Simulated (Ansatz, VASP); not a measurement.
## Two plane-wave programs on SnTe

```
CELL_PARAMETERS angstrom
0.00000 3.21174 3.15650
3.15650 0.00000 3.15650
3.15650 3.21174 0.00000
ATOMIC_POSITIONS crystal
Sn 0.00000 0.00000 0.00000
Te 0.50000 0.50000 0.50000
```

Change from the starting cell: strain +0.0175 x Voigt [0, 1, 0, 0, 0, 0], atoms carried along.

Alike in both runs: task single point; functional PBEsol; k mesh 10 × 10 × 10; occupations gaussian, width 0.03 eV; no spin polarisation.

|  | VASP | Ansatz |
| --- | --- | --- |
| version | VASP 6.6.1 | Ansatz 0.2.0 |
| potentials or method | VASP PAW PBE potentials, release 64 (Sn_d, Te), cutoff 520 eV | scalar-relativistic, plane waves, PAW |
| valence electrons in the cell | 20 | 30 |

VASP gave:

| Quantity | Value |
| --- | --- |
| gap on the k mesh at the Fermi level (eV) | 0.09 |
| least direct gap on the mesh (eV) | 0.09 |
| pressure (GPa) | -1.3 |
| traceless stress, the component that is largest in VASP (GPa) | -1.32 |

Q: Which values does Ansatz return?

A: gap on the k mesh at the Fermi level (eV): 0.09; least direct gap on the mesh (eV): 0.09; pressure (GPa): -1.3; traceless stress, the component that is largest in VASP (GPa): -1.31.

VASP's potentials were made for PBE, not for PBEsol. VASP's potentials hold 20 valence electrons a cell and Ansatz's 30, so a difference there can come from the potentials and not from the codes.

Spin-orbit coupling is off throughout.
